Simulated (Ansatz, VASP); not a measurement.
## ZnCl3 in VASP and in Ansatz

```
CELL_PARAMETERS angstrom
3.38013 0.00000 0.00000
-1.69007 2.92728 0.00000
0.00000 0.00000 10.85065
ATOMIC_POSITIONS crystal
Zn 0.66667 0.33333 0.00000
Cl 0.66667 0.33333 0.50000
Cl 0.33333 0.66667 0.14274
Cl 0.33333 0.66667 0.85726
```

Change from the starting cell: species swapped into the MnFe3 type (P-6m2, No. 187).

Alike in both runs: task relaxation of cell and atoms; functional PBE; k mesh 18 × 18 × 4; occupations gaussian, width 0.1 eV; no spin polarisation.

```csv
,VASP,Ansatz
version,VASP 6.6.1,Ansatz 0.2.0
potentials or method,"VASP PAW PBE potentials, release 64 (Zn, Cl), cutoff 600 eV","scalar-relativistic, plane waves, PAW"
valence electrons in the cell,33,33
```

```tsv
	VASP	Ansatz	Ansatz less VASP
gap on the k mesh at the Fermi level, each at its own relaxed structure (eV)	none	none	-
relaxed volume (Å³/atom)	26.87	26.84	-0.029
relaxed length of the cell vector where the two differ most in proportion (Å)	10.858	10.851	-0.0075
```

A gap of «none» marks a metal or a gap that the smearing closes.
